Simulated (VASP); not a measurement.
# CdSe (R3m) in VASP: notebook, part 2 of 2

VASP 6.6.1.

## (3) Single point, r2SCAN (epitaxial 111 strain -2.1%)

File POSCAR:

```
CdSe
1.0
    0.0832633236      3.0850869979      3.0850869979
    3.0850869979      0.0832633236      3.0850869979
    3.0850869979      3.0850869979      0.0832633236
Cd Se
1 1
Direct
    0.0029777954      0.0029777954      0.0029777954
    0.2470222046      0.2470222046      0.2470222046
```

File INCAR.step1:

```
SYSTEM = CdSe
PREC = Accurate
ENCUT = 520
ISMEAR = 0
SIGMA = 0.01
LREAL = .FALSE.
LASPH = .TRUE.
NELM = 100
NBANDS = 16
GGA = PE
ALGO = Normal
EDIFF = 1E-4
LWAVE = .TRUE.
LCHARG = .FALSE.
```

File INCAR.step2:

```
SYSTEM = CdSe
PREC = Accurate
ENCUT = 520
EDIFF = 1E-7
ISMEAR = 0
SIGMA = 0.01
LREAL = .FALSE.
LASPH = .TRUE.
NELM = 100
ALGO = Normal
ISIF = 2
LWAVE = .FALSE.
LCHARG = .FALSE.
METAGGA = R2SCAN
LMIXTAU = .TRUE.
NBANDS = 16
ISTART = 1
```

File KPOINTS:

```
regular mesh
0
G
  8 8 8
  0 0 0
```

Potentials or basis: VASP PAW PBE potentials, release 64 (Cd, Se).

Run with:

```bash
$ cat potpaw_PBE.64/Cd/POTCAR potpaw_PBE.64/Se/POTCAR > POTCAR
$ cp INCAR.step1 INCAR
$ mpirun -np 1 vasp_std > vasp.out
$ cp INCAR.step2 INCAR
$ mpirun -np 1 vasp_std > vasp.out
```

OUTCAR:

```text
SYSTEM = CdSe
   PREC = Accurate
   ENCUT = 520
   EDIFF = 1E-7
   ISMEAR = 0
   LREAL = .FALSE.
   LASPH = .TRUE.
   NELM = 100
   ISIF = 2
   METAGGA = R2SCAN
   ISTART = 1

 ion  position               nearest neighbor table
   1  0.003  0.003  0.003-   2 2.63   2 2.63   2 2.63   2 2.64
   2  0.247  0.247  0.247-   1 2.63   1 2.63   1 2.63   1 2.64

  LATTYP: Found a trigonal (rhomboedric) cell.
 ALAT       =     4.3637663034
 COS(alpha) =     0.5267971103

  Lattice vectors:

 A1 = (   0.0832633236,   3.0850869979,   3.0850869979)
 A2 = (   3.0850869979,   0.0832633236,   3.0850869979)
 A3 = (   3.0850869979,   3.0850869979,   0.0832633236)

Analysis of symmetry for initial positions (statically):
=====================================================================
 Subroutine PRICEL returns:
 Original cell was already a primitive cell.

 Routine SETGRP: Setting up the symmetry group for a
 trigonal (rhombohedral) supercell.

 Subroutine GETGRP returns: Found  6 space group operations
 (whereof  6 operations were pure point group operations)
 out of a pool of 12 trial point group operations.

The static configuration has the point symmetry C_3v.

Analysis of symmetry for dynamics (positions and initial velocities):
=====================================================================
 Subroutine PRICEL returns:
 Original cell was already a primitive cell.

 Routine SETGRP: Setting up the symmetry group for a
 trigonal (rhombohedral) supercell.

 Subroutine GETGRP returns: Found  6 space group operations
 (whereof  6 operations were pure point group operations)
 out of a pool of 12 trial point group operations.

The dynamic configuration has the point symmetry C_3v.

 Subroutine INISYM returns: Found  6 space group operations
 (whereof  6 operations are pure point group operations),
 and found     1 'primitive' translations

----------------------------------------------------------------------------------------

                                     Primitive cell

  volume of cell :      56.3494

  direct lattice vectors                    reciprocal lattice vectors
     0.083263324  3.085086998  3.085086998    -0.168783200  0.164347626  0.164347626
     3.085086998  0.083263324  3.085086998     0.164347626 -0.168783200  0.164347626
     3.085086998  3.085086998  0.083263324     0.164347626  0.164347626 -0.168783200

  length of vectors
     4.363766303  4.363766303  4.363766303     0.287242151  0.287242151  0.287242151

  position of ions in fractional coordinates (direct lattice)
     0.002977795  0.002977795  0.002977795
     0.247022205  0.247022205  0.247022205

  ion indices of the primitive-cell ions
   primitive index   ion index
                 1           1
                 2           2

----------------------------------------------------------------------------------------

 KPOINTS: regular mesh

Automatic generation of k-mesh.
 Grid dimensions read from file:
 generate k-points for:    8    8    8

 Generating k-lattice:

  Cartesian coordinates                     Fractional coordinates (reciprocal lattice)
    -0.021097900  0.020543453  0.020543453     0.125000000  0.000000000  0.000000000
     0.020543453 -0.021097900  0.020543453     0.000000000  0.125000000  0.000000000
     0.020543453  0.020543453 -0.021097900     0.000000000  0.000000000  0.125000000

  Length of vectors
     0.035905269  0.035905269  0.035905269

  Shift w.r.t. Gamma in fractional coordinates (k-lattice)
     0.000000000  0.000000000  0.000000000

 Subroutine IBZKPT returns following result:
 ===========================================

 Found     65 irreducible k-points:

 Following reciprocal coordinates:
            Coordinates               Weight
  0.000000  0.000000  0.000000      1.000000
  0.125000  0.000000  0.000000      6.000000
  0.250000  0.000000  0.000000      6.000000
  0.375000  0.000000 -0.000000      6.000000
  0.500000  0.000000  0.000000      3.000000
  0.125000  0.125000  0.000000      6.000000
[... 16 lines left out ...]
  0.250000  0.125000  0.125000      6.000000
  0.375000  0.125000  0.125000      6.000000
 [... further k-points ...]
   k-points           NKPTS =     65   k-points in BZ     NKDIM =     65   number of bands    NBANDS=     16
   number of dos      NEDOS =    301   number of ions     NIONS =      2
   total plane-waves  NPLWV =  32768
   dimension x,y,z NGX =    32 NGY =   32 NGZ =   32
   dimension x,y,z NGXF=    64 NGYF=   64 NGZF=   64
   ions per type =               1   1
   NGX,Y,Z   is equivalent  to a cutoff of  12.19, 12.19, 12.19 a.u.
   NGXF,Y,Z  is equivalent  to a cutoff of  24.38, 24.38, 24.38 a.u.
 SYSTEM =  CdSe
   PREC   = accura    normal or accurate (medium, high low for compatibility)
   ISTART =      1    job   : 0-new  1-cont  2-samecut
   ICHARG =      0    charge: 1-file 2-atom 10-const
   ISPIN  =      1    spin polarized calculation?
   LNONCOLLINEAR =      F non collinear calculations
   LSORBIT =      F    spin-orbit coupling
   LASPH  =      T    aspherical Exc in radial PAW
   ENCUT  =  520.0 eV  38.22 Ry    6.18 a.u.   8.11  8.11  8.11*2*pi/ulx,y,z
   NELM   =    100;   NELMIN=  2; NELMDL=  0     # of ELM steps
   EDIFF  = 0.1E-06   stopping-criterion for ELM
   LREAL  =      F    real-space projection
   EDIFFG = 0.1E-05   stopping-criterion for IOM
   NSW    =      0    number of steps for IOM
   IBRION =     -1    ionic relax: 0-MD 1-quasi-New 2-CG
   NFREE  =      0    steps in history (QN), initial steepest desc. (CG)
   ISIF   =      2    stress and relaxation
   ISYM   =      2    0-nonsym 1-usesym 2-fastsym
   POTIM  = 0.5000    time-step for ionic-motion
   TEBEG  =    0.0;   TEEND  =   0.0 temperature during run
   PSTRESS=    0.0 pullay stress
   NELECT =      18.0000    total number of electrons
   NUPDOWN=      -1.0000    fix difference up-down
   EMIN   =  10.00;   EMAX   =-10.00  energy-range for DOS
   EFERMI =   0.00;   METHOD = LEGACY
   ISMEAR =     0;   SIGMA  =   0.01  broadening in eV -4-tet -1-fermi 0-gaus
   EFERMI_NEDOS =   21; number of points for ismear=-14 and -15
   IALGO  =     38    algorithm
   IMIX   =      4    mixing-type and parameters
     AMIX     =   0.40;   BMIX     =  1.00
     AMIX_MAG =   1.60;   BMIX_MAG =  1.00
  volume/ion in A,a.u.               =      28.17       190.13
  Fermi-wavevector in a.u.,A,eV,Ry     =   1.119101  2.114794 17.039760  1.252387
  Thomas-Fermi vector in A             =   2.255737
   LORBIT       =      0    0 simple, 1 ext, 2 COOP (PROOUT), +10 PAW based schemes
   METAGGA = R2SCAN    functional components
   LHFCALC =     F    Hartree Fock is set to
   AEXX    =    0.0000 exact exchange contribution
   IVDW    =     0    specifies the selected vdW correction
   LEPSILON=     F    determine dielectric tensor
   LRPA    =     F    only Hartree local field effects (RPA)
 non-spin polarized calculation
 Gauss-broadening in eV      SIGMA  =   0.01
  energy-cutoff  :      520.00
  volume of cell :       56.35
 maximum number of plane-waves:      1529
   NGX = 17   NGY = 17   NGZ = 17

 number of electron      17.9999999 magnetization

 Free energy of the ion-electron system (eV)
  ---------------------------------------------------
  ext. energy  EPLUGINS =         0.00000000
  ---------------------------------------------------
  free energy    TOTEN  =       -35.89957080 eV

  energy without entropy =      -35.89957080  energy(sigma->0) =      -35.89957080

 E-fermi :   0.7637     XC(G=0):  -9.4214

 val. band max:        0.6974051763   @ k =   0.0000   0.0000   0.0000
 cond. band min:       1.6913051614   @ k =   0.0000   0.0000   0.0000
 fundamental gap:      0.9938999851
 Fermi energy:         0.7636609426

 k-point     1 :       0.0000    0.0000    0.0000
  band No.  band energies     occupation
      1     -12.3748      2.00000
      2      -7.5431      2.00000
      3      -7.5217      2.00000
      4      -7.5217      2.00000
      5      -7.1321      2.00000
      6      -7.1321      2.00000
[... 8 lines left out ...]
     15      12.2793      0.00000
     16      12.2793      0.00000
[... 419 lines left out ...]
 k-point    24 :       0.3750    0.1250    0.1250
  band No.  band energies     occupation
      1     -12.1059      2.00000
      2      -7.4462      2.00000
      3      -7.4365      2.00000
      4      -7.1976      2.00000
      5      -7.1366      2.00000
      6      -7.1009      2.00000
[... 8 lines left out ...]
     15      11.6897      0.00000
     16      12.6291      0.00000

 [... further k-points ...]

------------------------ aborting loop because EDIFF is reached ----------------------------------------

  FORCE on cell =-STRESS in cart. coord.  units (eV):
  Direction    XX          YY          ZZ          XY          YZ          ZX
  --------------------------------------------------------------------------------------
  -------------------------------------------------------------------------------------
  Total        0.5196896      0.5196896      0.5196896     -0.2156784     -0.2156784     -0.2156784
  in kB       14.7762902     14.7762902     14.7762902     -6.1323672     -6.1323672     -6.1323672
  external PRESSURE =      14.7762902 kB  Pullay stress =       0.0000000 kB

 VOLUME and BASIS-vectors are now :
 -----------------------------------------------------------------------------
  energy-cutoff  :      520.00
  volume of cell :       56.35
      direct lattice vectors                 reciprocal lattice vectors
     0.083263324  3.085086998  3.085086998    -0.168783200  0.164347626  0.164347626
     3.085086998  0.083263324  3.085086998     0.164347626 -0.168783200  0.164347626
     3.085086998  3.085086998  0.083263324     0.164347626  0.164347626 -0.168783200

 POSITION                                       TOTAL-FORCE (eV/Angst)
 -----------------------------------------------------------------------------------
      0.01862      0.01862      0.01862        -0.002191     -0.002191     -0.002191
      1.54474      1.54474      1.54474         0.002191      0.002191      0.002191
 -----------------------------------------------------------------------------------
    total drift:                                0.000498      0.000498      0.000498

  FREE ENERGIE OF THE ION-ELECTRON SYSTEM (eV)
  ---------------------------------------------------
  free  energy   TOTEN  =       -35.8995708026 eV

  energy  without entropy=      -35.8995708026  energy(sigma->0) =      -35.89957080
```

OUTCAR.step1:

```text
SYSTEM = CdSe
   PREC = Accurate
   ENCUT = 520
   ISMEAR = 0
   LREAL = .FALSE.
   LASPH = .TRUE.
[... 678 lines left out ...]
      0.01862      0.01862      0.01862        -0.000981     -0.000981     -0.000981
      1.54474      1.54474      1.54474         0.000981      0.000981      0.000981
 -----------------------------------------------------------------------------------
    total drift:                               -0.000040     -0.000040     -0.000040

  FREE ENERGIE OF THE ION-ELECTRON SYSTEM (eV)
  ---------------------------------------------------
  free  energy   TOTEN  =        -5.4602457109 eV

  energy  without entropy=       -5.4602457109  energy(sigma->0) =       -5.46024571
```

OSZICAR.step1:

```text
N       E                     dE             d eps       ncg     rms          rms(c)
DAV:   1     0.106987578557E+03    0.10699E+03   -0.87136E+03  2120   0.100E+03
DAV:   2    -0.173816611009E+01   -0.10873E+03   -0.10279E+03  2544   0.248E+02
DAV:   3    -0.582128373071E+01   -0.40831E+01   -0.40766E+01  2416   0.499E+01
DAV:   4    -0.583838816261E+01   -0.17104E-01   -0.17104E-01  2688   0.327E+00
DAV:   5    -0.583849413569E+01   -0.10597E-03   -0.10597E-03  2480   0.224E-01    0.619E+00
DAV:   6    -0.548142591737E+01    0.35707E+00   -0.54008E-01  3152   0.884E+00    0.490E+00
DAV:   7    -0.545913697305E+01    0.22289E-01   -0.14793E-01  2512   0.256E+00    0.209E+00
DAV:   8    -0.546001223098E+01   -0.87526E-03   -0.13935E-02  2360   0.144E+00    0.253E-01
DAV:   9    -0.546017781713E+01   -0.16559E-03   -0.14354E-03  2544   0.493E-01    0.462E-02
DAV:  10    -0.546024571095E+01   -0.67894E-04   -0.15220E-04  2184   0.156E-01
   1 F= -.54602457E+01 E0= -.54602457E+01  d E =-.288071E-18
```

Wall time 2.3 min (1 thread of AMD EPYC 7R13 (Zen 3), shared host); peak memory 0.19 GiB.

Results:

```yaml
Free_energy: -35.8996 eV
Pressure: 1.5 GPa
Largest_force: 0.004 eV/Å
Band_gap_on_the_k_mesh: 0.99 eV
```

Forces in eV/Å, atoms in the order of the input:
```
Cd  -0.002 -0.002 -0.002
Se   0.002  0.002  0.002
```

Levels at points of the mesh, in eV from the valence-band top:
```csv
k point,band 5,band 6,band 7,band 8,band 9,band 10,band 11,band 12,band 13,band 14
"(0.00, 0.00, 0.00)",-7.83,-7.83,-0.21,0.00,0.00,0.99,6.14,6.57,6.57,10.26
"(0.50, 0.00, 0.00)",-7.80,-7.51,-4.44,-0.95,-0.75,2.70,6.78,6.79,7.77,10.52
"(0.50, 0.50, 0.00)",-7.77,-7.46,-4.14,-2.05,-1.82,3.32,4.15,9.53,10.85,10.97
"(0.50, 0.50, 0.50)",-7.81,-7.57,-4.59,-0.71,-0.71,3.07,7.09,7.09,7.63,10.59
```

Caveat: the cell differs from its parent crystal (epitaxial 111 strain -2.1%); the PAW data sets were made with another functional, which shifts forces and pressure a little.

## (4) Single point, PBE (epitaxial 111 strain -2.1%)

File INCAR:

```
  PREC = Accurate
  ENCUT = 500
  EDIFF = 1E-6
  ISMEAR = -1
  SIGMA = 0.02
  LREAL = False
  LASPH = True
  NELM = 120
  ALGO = Normal
  ISIF = 2
  LWAVE = False
  LCHARG = True
  GGA = PE
  LELF = True
  LVHAR = True
  NBANDS = 16
  GGA_COMPAT = False
```

File KPOINTS:

```
Automatic mesh
0
Gamma
  8 8 8
```

POSCAR is that of step 3.

Potentials or basis: VASP PAW PBE potentials, release 64 (Cd, Se).

Run with:

```bash
$ cat potpaw_PBE.64/Cd/POTCAR potpaw_PBE.64/Se/POTCAR > POTCAR
$ mpirun -np 1 vasp_std > vasp.out
```

OUTCAR:

```text
PREC = Accurate
   ENCUT = 500
   EDIFF = 1E-6
   ISMEAR = -1
   LREAL = False
   LASPH = True
   NELM = 120
   ISIF = 2
   GGA = PE

 ion  position               nearest neighbor table
   1  0.003  0.003  0.003-   2 2.63   2 2.63   2 2.63   2 2.64
   2  0.247  0.247  0.247-   1 2.63   1 2.63   1 2.63   1 2.64

  LATTYP: Found a trigonal (rhomboedric) cell.
 ALAT       =     4.3637663034
 COS(alpha) =     0.5267971103

  Lattice vectors:

 A1 = (   0.0832633236,   3.0850869979,   3.0850869979)
 A2 = (   3.0850869979,   0.0832633236,   3.0850869979)
 A3 = (   3.0850869979,   3.0850869979,   0.0832633236)

Analysis of symmetry for initial positions (statically):
=====================================================================
 Subroutine PRICEL returns:
 Original cell was already a primitive cell.

 Routine SETGRP: Setting up the symmetry group for a
 trigonal (rhombohedral) supercell.

 Subroutine GETGRP returns: Found  6 space group operations
 (whereof  6 operations were pure point group operations)
 out of a pool of 12 trial point group operations.

[... 160 lines left out ...]

 E-fermi :   1.2622     XC(G=0):  -8.8810

 val. band max:        0.9939053005   @ k =   0.0000   0.0000   0.0000
 cond. band min:       1.5162680425   @ k =   0.0000   0.0000   0.0000
 fundamental gap:      0.5223627420
 Fermi energy:         1.2621635873

 k-point     1 :       0.0000    0.0000    0.0000
  band No.  band energies     occupation
      1     -11.6503      2.00000
      2      -7.0140      2.00000
      3      -6.9913      2.00000
      4      -6.9913      2.00000
      5      -6.6296      2.00000
      6      -6.6296      2.00000
[... 433 lines left out ...]
      3      -6.9133      2.00000
      4      -6.6892      2.00000
      5      -6.6341      2.00000
      6      -6.5990      2.00000
[... 8 lines left out ...]
     15      11.4364      0.00000
     16      12.3637      0.00000

 [... further k-points ...]

------------------------ aborting loop because EDIFF is reached ----------------------------------------

  FORCE on cell =-STRESS in cart. coord.  units (eV):
  Direction    XX          YY          ZZ          XY          YZ          ZX
  --------------------------------------------------------------------------------------
  -------------------------------------------------------------------------------------
  Total        1.0530773      1.0530773      1.0530773     -0.2027061     -0.2027061     -0.2027061
  in kB       29.9420594     29.9420594     29.9420594     -5.7635247     -5.7635247     -5.7635247
  external PRESSURE =      29.9420594 kB  Pullay stress =       0.0000000 kB

 VOLUME and BASIS-vectors are now :
 -----------------------------------------------------------------------------
  energy-cutoff  :      500.00
  volume of cell :       56.35
      direct lattice vectors                 reciprocal lattice vectors
     0.083263324  3.085086998  3.085086998    -0.168783200  0.164347626  0.164347626
     3.085086998  0.083263324  3.085086998     0.164347626 -0.168783200  0.164347626
     3.085086998  3.085086998  0.083263324     0.164347626  0.164347626 -0.168783200

 POSITION                                       TOTAL-FORCE (eV/Angst)
 -----------------------------------------------------------------------------------
      0.01862      0.01862      0.01862        -0.000982     -0.000982     -0.000982
      1.54474      1.54474      1.54474         0.000982      0.000982      0.000982
 -----------------------------------------------------------------------------------
    total drift:                                0.000137      0.000137      0.000137

  FREE ENERGIE OF THE ION-ELECTRON SYSTEM (eV)
  ---------------------------------------------------
  free  energy   TOTEN  =        -5.4602673855 eV

  energy  without entropy=       -5.4602673788  energy(sigma->0) =       -5.46026738
```

OSZICAR:

```text
N       E                     dE             d eps       ncg     rms          rms(c)
DAV:   1     0.104214551300E+03    0.10421E+03   -0.87345E+03  2128   0.981E+02
DAV:   2    -0.199278288021E+01   -0.10621E+03   -0.10036E+03  2504   0.244E+02
DAV:   3    -0.582327452448E+01   -0.38305E+01   -0.38247E+01  2480   0.484E+01
DAV:   4    -0.583837040174E+01   -0.15096E-01   -0.15095E-01  2680   0.309E+00
DAV:   5    -0.583846446841E+01   -0.94067E-04   -0.94067E-04  2448   0.212E-01    0.619E+00
DAV:   6    -0.548138174345E+01    0.35708E+00   -0.54008E-01  3120   0.883E+00    0.490E+00
DAV:   7    -0.545910327290E+01    0.22278E-01   -0.14794E-01  2560   0.255E+00    0.209E+00
DAV:   8    -0.545998365432E+01   -0.88038E-03   -0.13931E-02  2328   0.144E+00    0.253E-01
DAV:   9    -0.546015106951E+01   -0.16742E-03   -0.14360E-03  2584   0.493E-01    0.461E-02
DAV:  10    -0.546021915399E+01   -0.68084E-04   -0.15752E-04  2664   0.156E-01    0.423E-02
DAV:  11    -0.546026759439E+01   -0.48440E-04   -0.79004E-05  2536   0.566E-02    0.155E-02
DAV:  12    -0.546026738549E+01    0.20890E-06   -0.24251E-06  2264   0.198E-02
   1 F= -.54602674E+01 E0= -.54602674E+01  d E =-.667743E-08
```

stdout:

```text
POSCAR found type information on POSCAR CdSe
 POSCAR found :  2 types and       2 ions
 scaLAPACK will be used
 LDA part: xc-table for (Slater+PW92), standard interpolation
 POSCAR, INCAR and KPOINTS ok, starting setup
 FFT: planning ... GRIDC
 FFT: planning ... GRID_SOFT
 FFT: planning ... GRID
 WAVECAR not read
 entering main loop
```

Run time: 70 s. Hardware: 1 thread of Intel Xeon 8259CL, shared host; peak memory 0.21 GiB.

Results:

* Free energy: -5.4603 eV
* Pressure: 3.0 GPa
* Band gap on the k mesh: 0.52 eV

Stress tensor (GPa, compression positive):
```
 2.99 -0.58 -0.58
-0.58  2.99 -0.58
-0.58 -0.58  2.99
```

Caveat: the cell differs from its parent crystal (epitaxial 111 strain -2.1%).

## (5) The runs side by side

```tsv
level	k mesh	cutoff (eV)	smearing	grid for exact exchange (PRECFOCK)	share of exact exchange	screening parameter	gap on the mesh (eV)	pressure (GPa)
HSE06	6 × 6 × 6	520	gaussian 0.01 eV	Normal	0.25	0.2079 1/Å	1.46	1.7
r2SCAN	8 × 8 × 8	520	gaussian 0.01 eV	-	-	-	0.99	1.5
PBE	8 × 8 × 8	500	fermi-dirac 0.02 eV	-	-	-	0.52	3.0
```

Alike in all rows: task single point; potentials or basis VASP PAW PBE potentials, release 64 (Cd, Se); no spin polarisation; cell as given.

Caveats: the PAW data sets were made with another functional, which shifts forces and pressure a little (at least some runs).

Absolute energies hang on the potentials; compare differences alone.
